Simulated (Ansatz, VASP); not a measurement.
## Two plane-wave programs on BN

Contents of INCAR:

```
PREC = Accurate ; ENCUT = 520
EDIFF = 1E-7 ; ISMEAR = 0
SIGMA = 0.02 ; LREAL = False
LASPH = True ; NELM = 80
ALGO = Normal ; ISIF = 2
LWAVE = False ; LCHARG = False
LDIPOL = True ; IDIPOL = 3
DIPOL = 0.5 0.5 0.500 ; GGA = PE
IVDW = 12 ; NBANDS = 11
```

File KPOINTS:

```
regular mesh
0
Gamma
  12 12 1
```

The input POSCAR:

```
BN
1.0
    2.4800000000      0.0000000000      0.0000000000
   -1.2400000000      2.1477430014      0.0000000000
    0.0000000000      0.0000000000     26.0000000000
B N
1 1
Direct
    0.0000000000      0.0000000000      0.5192307692
    0.6666666667      0.3333333333      0.4807692308
```

Input for Ansatz:

```yaml
crystal:
  lattice:
    - [2.48, 0.0, 0.0]
    - [-1.24, 2.1477430014, 0.0]
    - [0.0, 0.0, 26.0]
  atoms:
    - { symbol: B, position: [0.0, 0.0, 0.5192307692] }
    - { symbol: "N", position: [0.6666666667, 0.3333333333, 0.4807692308] }
  periodic: [true, true, false]
basis:
  ecutwfc: 420
kpoints:
  mp_grid: { grid: [12, 12, 1] }
hamiltonian:
  xc: pbe
  dispersion: d3bj
scf:
  occupations: { method: gaussian, width: 0.02 }
output:
  forces: true
  stress: true
  eigenvalues: true
```

Alike in both runs: task single point; functional PBE; dispersion D3(BJ); k mesh 12 × 12 × 1; occupations gaussian, width 0.02 eV; no spin polarisation.

|  | VASP | Ansatz |
| --- | --- | --- |
| version | VASP 6.6.1 | Ansatz 0.2.0 |
| potentials or method | VASP PAW PBE potentials, release 64 (B, N), cutoff 520 eV | scalar-relativistic, plane waves, PAW |
| valence electrons in the cell | 8 | 8 |

VASP gave:

| Quantity | Value |
| --- | --- |
| gap on the k mesh at the Fermi level (eV) | none |
| rms of the force components (eV/Å) | 4.239 |

What did Ansatz give for the same quantities?

gap on the k mesh at the Fermi level (eV): none; rms of the force components (eV/Å): 4.235.

Atom by atom the forces differ by 0.004 eV/Å (rms over components). A gap of «none» marks a metal or a gap that the smearing closes.
